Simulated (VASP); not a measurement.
The system is GeW.

```xyz
2
Lattice="0.0000 2.5776 2.5776 2.5776 0.0000 2.5776 2.5776 2.5776 0.0000" Properties=species:S:1:pos:R:3 pbc="T T T"
Ge    2.5776    2.5776    2.5776
W     0.0000    0.0000    0.0000
```

| Property | Result |
| --- | --- |
| Program | VASP 6.6.1 |
| Task | relaxation of cell and atoms |
| Functional | PBE |
| Dispersion | D3(BJ) |
| Potentials or basis | VASP PAW PBE potentials, release 64 (Ge_d, W_sv) |
| Cutoff | 600 eV |
| k mesh | 9 × 9 × 9 |
| Occupations | fermi-dirac, width 0.05 eV |
| Spin | no spin polarisation |

At the start: pressure -4.4 GPa; volume 17.13 Å³/atom.

Question: How do energy, volume and symmetry change on relaxing?

Answer: Over 3 steps the energy falls by 5.9 meV/atom and the volume is 16.71 Å³/atom (-2.4 %); space group Fm-3m (No. 225, to 0.05 Å).

Step by step:
```csv
step,energy change (eV),largest force (eV/Å),pressure (GPa),volume (Å³)
1,0.0000,0.0000,-4.37,34.25
2,0.0255,0.0000,8.73,31.99
3,-0.0118,0.0000,-0.05,33.42
```

Final structure:
```
Ge W
1.0
     0.00000    2.55648    2.55648
     2.55648    0.00000    2.55648
     2.55648    2.55648    0.00000
Ge W
1 1
Direct
  0.50000 0.50000 0.50000
  0.00000 0.00000 0.00000
```

Caveat: pairwise dispersion overbinds metals, which lowers pressure and volume.
